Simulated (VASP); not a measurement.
Wanted: the native input for a VASP 6.6.1 run.

```yaml
Task: single point
Functional: PBE
Dispersion: D3(BJ)
Potentials_or_basis: VASP PAW PBE potentials, release 64 (Ta_pv, N, H)
Cutoff: 520 eV
k_mesh: 4 × 4 × 1
Occupations: gaussian, width 0.1 eV
Spin: no spin polarisation
Dipole_correction: yes
Further_INCAR_settings: LREAL = Auto; ALGO = Normal; EDIFF = 1e-06; NBANDS = 120
```

The structure of Ta12H3N13 lies in POSCAR:

```
Ta12H3N13
1.0
    6.2014901195      0.0000000000      0.0000000000
   -3.1007450597      5.3706479848      0.0000000000
    0.0000000000      0.0000000000     25.9348693490
Ta N H
12 13 3
Direct
    0.1666666667      0.3333333333      0.3084650203
    0.1666666667      0.8333333333      0.3084650203
    0.6666666667      0.3333333333      0.3084650203
    0.6666666667      0.8333333333      0.3084650203
    0.5000000000      0.5000000000      0.4060844725
    0.5000000000      0.0000000000      0.4060844725
    0.0000000000      0.5000000000      0.4060844725
    0.0000000000      0.0000000000      0.4060844725
    0.8408552463      0.6593716670      0.5031349375
    0.8405918329      0.1811248243      0.5034437453
    0.3189524432      0.6595254868      0.5034927084
    0.3335700694      0.1665607347      0.5478533490
    0.3333333333      0.1666666667      0.3572747464
    0.3333333333      0.6666666667      0.3572747464
    0.8333333333      0.1666666667      0.3572747464
    0.8333333333      0.6666666667      0.3572747464
    0.6555155471      0.3274010695      0.4528901305
    0.6664950679      0.8334523685      0.4526985346
    0.1720269052      0.3280711703      0.4528955898
    0.1726758959      0.8444682124      0.4528876125
    0.0001621142      0.4998157073      0.5469244753
   -0.0220282957     -0.0111030515      0.5444582589
    0.5112506634      0.5222195875      0.5444521410
    0.5114203773     -0.0114021738      0.5445727872
    0.3356678745      0.1651766997      0.6328703815
    0.2419536264     -0.0146424137      0.6457598287
    0.5158190939      0.2499183495      0.6455715706
    0.2512969459      0.2591660525      0.6465830424
```

The input as run:

INCAR

```
  PREC = Accurate
  ENCUT = 520
  EDIFF = 1E-6
  ISMEAR = 0
  SIGMA = 0.1
  LREAL = Auto
  LASPH = True
  NELM = 60
  ALGO = Normal
  ISIF = 2
  LWAVE = False
  LCHARG = False
  LDIPOL = True
  IDIPOL = 3
  DIPOL = 0.5 0.5 0.461
  GGA = PE
  IVDW = 12
  NBANDS = 120
```

KPOINTS

```
regular mesh
0
Gamma
  4 4 1
```

Potentials or basis: VASP PAW PBE potentials, release 64 (Ta_pv, N, H).

The run is started by

```sh
$ cat potpaw_PBE.64/Ta_pv/POTCAR potpaw_PBE.64/N/POTCAR potpaw_PBE.64/H/POTCAR > POTCAR
$ mpirun -np 1 vasp_std > vasp.out
```

Results of the run:

```json
{
  "Largest force": "0.802 eV/Å",
  "Band gap on the k mesh": "zero (bands 100 and 101 overlap by 0.35 eV)",
  "Dispersion energy per atom": "-0.283 eV"
}
```

Caveat: spin-orbit coupling is left out, which moves the levels of the heavy elements.

It took 38 min on 1 thread of AMD EPYC 9R45 96-Core Processor (Zen 5), with other jobs on the host, peak memory 1.2 GiB.
